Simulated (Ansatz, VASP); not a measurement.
## Two plane-wave programs on Ta2N

```
Ta N
1.0
     3.10114    0.00000    0.00000
    -1.55057    2.68567    0.00000
     0.00000    0.00000    4.88189
Ta N
2 1
Direct
  0.66667 0.33333 0.74538
  0.33333 0.66667 0.25557
  0.00000 0.00000 0.98771
```

Change from the starting cell: mode 9 (548.2 1/cm) frozen in, largest displacement -0.060 Å.

Alike in both runs: task single point; functional PBE; k mesh 18 × 18 × 10; occupations gaussian, width 0.15 eV; no spin polarisation.

|  | VASP | Ansatz |
| --- | --- | --- |
| version | VASP 6.6.1 | Ansatz 0.2.0 |
| potentials or method | VASP PAW PBE potentials, release 64 (Ta_pv, N), cutoff 520 eV | scalar-relativistic, plane waves, PAW |
| valence electrons in the cell | 27 | 31 |

Ansatz gave:

| Property | Result |
| --- | --- |
| gap on the k mesh at the Fermi level (eV) | none |
| pressure (GPa) | 0.4 |
| traceless stress, the component that is largest in VASP (GPa) | -0.22 |
| rms of the force components (eV/Å) | 0.377 |

Problem. What did VASP give for the same quantities?

Solution. gap on the k mesh at the Fermi level (eV): none; pressure (GPa): 0.8; traceless stress, the component that is largest in VASP (GPa): -0.28; rms of the force components (eV/Å): 0.380.

Atom by atom the forces differ by 0.022 eV/Å (rms over components). A gap of «none» marks a metal or a gap that the smearing closes. VASP's potentials hold 27 valence electrons a cell and Ansatz's 31, so a difference there can come from the potentials and not from the codes.

Neither program's run includes spin-orbit coupling.
